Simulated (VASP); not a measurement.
# Ir (P6_3/mmc) in VASP: notebook

Runs on Ir. Level: PBE. Tasks: single point.

Program: VASP 6.6.1. These are calculated values, not measurements. Logs are shortened: lines on timing, memory, paths and dates and some standing lists are left out, and cuts for length are marked.

### 1 The cell of the first run

The structure is hexagonal, space group P6_3/mmc (No. 194). Conventional cell: a = 2.749 Å, b = 2.749 Å, c = 4.458 Å, α = 90.00°, β = 90.00°, γ = 120.00°. Ir (site symmetry -6m2) has 12 Ir at 2.74 to 2.75 Å within 3.6 Å.

### 2 Single point, PBE

The input, INCAR:

```
SYSTEM = Ir
  PREC = Accurate
  ENCUT = 520
  EDIFF = 1E-6
  ISMEAR = -1
  SIGMA = 0.1
  LREAL = .False.
  LASPH = .True.
  NELM = 60
  ALGO = Normal
  ISIF = 2
  LWAVE = .False.
  LCHARG = .False.
  GGA = PE
  NBANDS = 16
```

The input, KPOINTS:

```
Automatic mesh
0
Gamma
  7 7 4
  0 0 0
```

The input, POSCAR:

```
Ir
1.0
    2.7486254740      0.0000000000      0.0000000000
   -1.3743127370      2.3803794860      0.0000000000
    0.0000000000      0.0000000000      4.4579354011
Ir
2
Direct
    0.3333333333      0.6666666667      0.2500000000
    0.6666666667      0.3333333333      0.7500000000
```

Potentials or basis: VASP PAW PBE potentials, release 64 (Ir).

The run is started by

```
> cat potpaw_PBE.64/Ir/POTCAR > POTCAR
> mpirun -np 1 vasp_std > vasp.out
```

OUTCAR:

```text
SYSTEM = Ir
   PREC = Accurate
   ENCUT = 520
   EDIFF = 1E-6
   ISMEAR = -1
   LREAL = .False.
   LASPH = .True.
   NELM = 60
   ISIF = 2
   GGA = PE

 ion  position               nearest neighbor table
   1  0.333  0.667  0.250-   2 2.74   2 2.74   2 2.74   2 2.74   2 2.74   2 2.74
   2  0.667  0.333  0.750-   1 2.74   1 2.74   1 2.74   1 2.74   1 2.74   1 2.74

  LATTYP: Found a hexagonal cell.
 ALAT       =     2.7486254740
 C/A-ratio  =     1.6218780781

  Lattice vectors:

 A1 = (   2.7486254740,   0.0000000000,   0.0000000000)
 A2 = (  -1.3743127370,   2.3803794860,   0.0000000000)
 A3 = (   0.0000000000,   0.0000000000,   4.4579354011)

Analysis of symmetry for initial positions (statically):
=====================================================================
 Subroutine PRICEL returns:
 Original cell was already a primitive cell.

 Routine SETGRP: Setting up the symmetry group for a
 hexagonal supercell.

 Subroutine GETGRP returns: Found 24 space group operations
 (whereof 12 operations were pure point group operations)
 out of a pool of 24 trial point group operations.

The static configuration has the point symmetry D_3d.
 The point group associated with its full space group is D_6h.

Analysis of symmetry for dynamics (positions and initial velocities):
=====================================================================
 Subroutine PRICEL returns:
 Original cell was already a primitive cell.

 Routine SETGRP: Setting up the symmetry group for a
 hexagonal supercell.

 Subroutine GETGRP returns: Found 24 space group operations
 (whereof 12 operations were pure point group operations)
 out of a pool of 24 trial point group operations.

The dynamic configuration has the point symmetry D_3d.
 The point group associated with its full space group is D_6h.

 Subroutine INISYM returns: Found 24 space group operations
 (whereof 12 operations are pure point group operations),
 and found     1 'primitive' translations

----------------------------------------------------------------------------------------

                                     Primitive cell

  volume of cell :      29.1673

  direct lattice vectors                    reciprocal lattice vectors
     2.748625474  0.000000000  0.000000000     0.363818210  0.210050541  0.000000000
    -1.374312737  2.380379486  0.000000000     0.000000000  0.420101083  0.000000000
     0.000000000  0.000000000  4.457935401     0.000000000  0.000000000  0.224319087

  length of vectors
[... 79 lines left out ...]
   ENCUT  =  520.0 eV  38.22 Ry    6.18 a.u.   5.11  5.11  8.29*2*pi/ulx,y,z
   NELM   =     60;   NELMIN=  2; NELMDL= -5     # of ELM steps
   EDIFF  = 0.1E-05   stopping-criterion for ELM
   LREAL  =      F    real-space projection
   EDIFFG = 0.1E-04   stopping-criterion for IOM
   NSW    =      0    number of steps for IOM
   IBRION =     -1    ionic relax: 0-MD 1-quasi-New 2-CG
   NFREE  =      0    steps in history (QN), initial steepest desc. (CG)
   ISIF   =      2    stress and relaxation
   ISYM   =      2    0-nonsym 1-usesym 2-fastsym
   POTIM  = 0.5000    time-step for ionic-motion
   TEBEG  =    0.0;   TEEND  =   0.0 temperature during run
   PSTRESS=    0.0 pullay stress
   NELECT =      18.0000    total number of electrons
   NUPDOWN=      -1.0000    fix difference up-down
   EMIN   =  10.00;   EMAX   =-10.00  energy-range for DOS
   EFERMI =   0.00;   METHOD = LEGACY
   ISMEAR =    -1;   SIGMA  =   0.10  broadening in eV -4-tet -1-fermi 0-gaus
   EFERMI_NEDOS =   21; number of points for ismear=-14 and -15
   IALGO  =     38    algorithm
   IMIX   =      4    mixing-type and parameters
     AMIX     =   0.40;   BMIX     =  1.00
     AMIX_MAG =   1.60;   BMIX_MAG =  1.00
  volume/ion in A,a.u.               =      14.58        98.42
  Fermi-wavevector in a.u.,A,eV,Ry     =   1.393800  2.633900 26.431748  1.942679
  Thomas-Fermi vector in A             =   2.517411
   LORBIT       =      0    0 simple, 1 ext, 2 COOP (PROOUT), +10 PAW based schemes
   GGA     = PE    functional components
   LHFCALC =     F    Hartree Fock is set to
   AEXX    =    0.0000 exact exchange contribution
   IVDW    =     0    specifies the selected vdW correction
   LEPSILON=     F    determine dielectric tensor
   LRPA    =     F    only Hartree local field effects (RPA)
 non-spin polarized calculation
  energy-cutoff  :      520.00
  volume of cell :       29.17
 maximum number of plane-waves:       796
   NGX = 11   NGY = 11   NGZ = 17

 number of electron      18.0000000 magnetization

 Free energy of the ion-electron system (eV)
  ---------------------------------------------------
  ext. energy  EPLUGINS =         0.00000000
  ---------------------------------------------------
  free energy    TOTEN  =       -17.68080101 eV

  energy without entropy =      -17.63554362  energy(sigma->0) =      -17.65817231

 E-fermi :  10.0403     XC(G=0): -13.8073

 val. band max:        9.8503266035   @ k =   0.1429   0.0000   0.5000
 cond. band min:      10.1126905393   @ k =   0.2857   0.1429   0.0000
 fundamental gap:      0.2623639358
 Fermi energy:        10.0402858455

 k-point     1 :       0.0000    0.0000    0.0000
  band No.  band energies     occupation
      1      -0.9089      2.00000
      2       2.1194      2.00000
      3       6.2310      2.00000
      4       6.3072      2.00000
      5       6.3072      2.00000
      6       6.9333      2.00000
[... 433 lines left out ...]
      3       4.9730      2.00000
      4       4.9730      2.00000
      5       5.9725      2.00000
      6       5.9725      2.00000
[... 8 lines left out ...]
     15      20.8280      0.00000
     16      20.8280      0.00000

------------------------ aborting loop because EDIFF is reached ----------------------------------------

  FORCE on cell =-STRESS in cart. coord.  units (eV):
  Direction    XX          YY          ZZ          XY          YZ          ZX
  --------------------------------------------------------------------------------------
  -------------------------------------------------------------------------------------
  Total       -0.4605897     -0.4605897      0.4675265     -0.0000000     -0.0000000      0.0000000
  in kB      -25.3005073    -25.3005073     25.6815543     -0.0000000     -0.0000000      0.0000000
  external PRESSURE =      -8.3064868 kB  Pullay stress =       0.0000000 kB

 VOLUME and BASIS-vectors are now :
 -----------------------------------------------------------------------------
  energy-cutoff  :      520.00
  volume of cell :       29.17
      direct lattice vectors                 reciprocal lattice vectors
     2.748625474  0.000000000  0.000000000     0.363818210  0.210050541  0.000000000
    -1.374312737  2.380379486  0.000000000     0.000000000  0.420101083  0.000000000
     0.000000000  0.000000000  4.457935401     0.000000000  0.000000000  0.224319087

 POSITION                                       TOTAL-FORCE (eV/Angst)
 -----------------------------------------------------------------------------------
     -0.00000      1.58692      1.11448         0.000000      0.000000      0.000000
      1.37431      0.79346      3.34345        -0.000000     -0.000000      0.000000
 -----------------------------------------------------------------------------------
    total drift:                               -0.000000      0.000000     -0.000000

  FREE ENERGIE OF THE ION-ELECTRON SYSTEM (eV)
  ---------------------------------------------------
  free  energy   TOTEN  =       -17.6808010137 eV

  energy  without entropy=      -17.6355436160  energy(sigma->0) =      -17.65817231
```

OSZICAR:

```text
N       E                     dE             d eps       ncg     rms          rms(c)
DAV:   1     0.140984432605E+03    0.14098E+03   -0.83601E+03   768   0.113E+03
DAV:   2    -0.150193292485E+02   -0.15600E+03   -0.14133E+03   768   0.308E+02
DAV:   3    -0.187449646145E+02   -0.37256E+01   -0.36775E+01  1040   0.561E+01
DAV:   4    -0.187850547851E+02   -0.40090E-01   -0.40085E-01   864   0.493E+00
DAV:   5    -0.187862088255E+02   -0.11540E-02   -0.11540E-02  1048   0.884E-01    0.202E+01
DAV:   6    -0.178591948997E+02    0.92701E+00   -0.11786E+00   944   0.141E+01    0.821E+00
DAV:   7    -0.176924779548E+02    0.16672E+00   -0.36337E-01   992   0.738E+00    0.205E+00
DAV:   8    -0.176854188816E+02    0.70591E-02   -0.50452E-03   848   0.614E-01    0.118E+00
DAV:   9    -0.176807871765E+02    0.46317E-02   -0.46876E-03   952   0.853E-01    0.251E-02
DAV:  10    -0.176807956657E+02   -0.84892E-05   -0.29897E-05  1128   0.461E-02    0.101E-02
DAV:  11    -0.176808006849E+02   -0.50192E-05   -0.22415E-06   944   0.124E-02    0.221E-03
DAV:  12    -0.176808010137E+02   -0.32885E-06   -0.92403E-08   520   0.288E-03
   1 F= -.17680801E+02 E0= -.17658172E+02  d E =-.452574E-01
```

stdout:

```text
POSCAR found type information on POSCAR Ir
 POSCAR found :  1 types and       2 ions
 scaLAPACK will be used
 LDA part: xc-table for (Slater+PW92), standard interpolation
 POSCAR, INCAR and KPOINTS ok, starting setup
 FFT: planning ... GRIDC
 FFT: planning ... GRID_SOFT
 FFT: planning ... GRID
 WAVECAR not read
 entering main loop
```

Wall time 12 s (1 thread of AMD EPYC 7R43 (Zen 3), shared host); peak memory 0.11 GiB.

What came out:

| Quantity | Value |
| --- | --- |
| Free energy | -17.6808 eV |
| Pressure | -0.8 GPa |
| Band gap on the k mesh | zero (band 9 reaches 10.73 eV, above the bottom of band 10 at 7.76 eV) |

Levels at points of the mesh, in eV from the Fermi level:
```tsv
k point	band 6	band 7	band 8	band 9	band 10	band 11	band 12	band 13
(0.00, 0.00, 0.00)	-3.11	-3.11	-2.31	-2.31	-0.77	0.23	0.23	6.77
(0.00, 0.00, 0.50)	-3.85	-3.85	-3.85	-0.49	-0.49	-0.49	-0.49	13.53
```

Caveat: the k points lie up to 0.38 Å⁻¹ apart; spin-orbit coupling is left out, which moves the levels of the heavy elements.

### 3 Single point, PBE, collinear spin, ferromagnetic start

The input, INCAR:

```
ALGO = Normal
EDIFF = 1E-7
ENCUT = 520
GGA = PE
ISIF = 2
ISMEAR = -1
ISPIN = 2
LASPH = T
LCHARG = F
LMAXMIX = 4
LORBIT = 11
LREAL = F
LWAVE = F
MAGMOM = 1 1
NBANDS = 20
NELM = 150
PREC = Accurate
SIGMA = 0.05
```

The input, KPOINTS:

```
k-points
0
Gamma
  13 13 7
```

The input, POSCAR:

```
Ir
1.0
    2.7463290058      0.0000000000      0.0000000000
   -1.3731645029      2.3783906862      0.0000000000
    0.0000000000      0.0000000000      4.4615113112
Ir
2
Direct
    0.3333333333      0.6666666667      0.2500000000
    0.6666666667      0.3333333333      0.7500000000
```

Potentials or basis: VASP PAW PBE potentials, release 64 (Ir).

The run is started by

```
> cat potpaw_PBE.64/Ir/POTCAR > POTCAR
> mpirun -np 1 vasp_std > vasp.out
```

It took 38 s on 1 thread of Intel Xeon 6975P-C (Granite Rapids), shared host; peak memory 0.2 GiB.

It converged, with:

```yaml
Free_energy: -17.5502 eV
Pressure: 0.5 GPa
Band_gap_on_the_k_mesh: zero (filled and empty bands overlap)
Net_moment: 0.00 μB per cell
Valence_electrons_inside_the_program's_atomic_spheres: Ir 8.30
```

Levels at points of the mesh, in eV from the Fermi level:
Spin up:
| k point | band 5 | band 6 | band 7 | band 8 | band 9 | band 10 | band 11 | band 12 | band 13 | band 14 |
| --- | --- | --- | --- | --- | --- | --- | --- | --- | --- | --- |
| (0.00, 0.00, 0.00) | -3.70 | -3.08 | -3.08 | -2.29 | -2.29 | -0.78 | 0.24 | 0.24 | 6.77 | 14.27 |
Spin down:
| k point | band 7 | band 8 | band 9 | band 10 | band 11 | band 12 |
| --- | --- | --- | --- | --- | --- | --- |
| (0.00, 0.00, 0.00) | -3.08 | -2.29 | -2.29 | -0.78 | 0.24 | 0.24 |

Caveat: spin-orbit coupling is left out, which moves the levels of the heavy elements.

(Continued in part 2 of 2.)
